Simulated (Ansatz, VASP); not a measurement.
**SrHfO: VASP beside Ansatz**

```xyz
6
Lattice="-3.8275 0.0000 0.0000 0.0000 0.0000 -4.2266 0.0000 -7.6549 0.0000" Properties=species:S:1:pos:R:3 pbc="T T T"
Sr   -1.9137   -5.7412    0.0000
Sr   -1.9137   -1.9137    0.0000
Hf   -3.8275   -3.8275   -2.1133
Hf    0.0000    0.0000   -2.1133
O    -3.8275   -3.8275    0.0000
O    -3.8275   -7.6549    0.0000
```

Alike in both runs: task single point; functional PBE; k mesh 6 × 6 × 4; occupations gaussian, width 0.2 eV; no spin polarisation.

```csv
,VASP,Ansatz
version,VASP 6.6.1,Ansatz 0.2.0
potentials or method,"VASP PAW PBE potentials, release 64 (Sr_sv, Hf_pv, O), cutoff 520 eV","scalar-relativistic, plane waves, PAW"
valence electrons in the cell,52,84
```

|  | VASP | Ansatz | Ansatz less VASP |
| --- | --- | --- | --- |
| gap on the k mesh at the Fermi level (eV) | none | none | - |
| pressure (GPa) | -0.3 | 0.1 | +0.39 |
| traceless stress, the component that is largest in VASP (GPa) | -0.96 | -0.02 | +0.937 |

A gap of «none» marks a metal or a gap that the smearing closes. With one functional, cell and mesh, what is left measures potentials, basis and numerics. VASP's potentials hold 52 valence electrons a cell and Ansatz's 84, so a difference there can come from the potentials and not from the codes.

Spin-orbit coupling is off throughout.
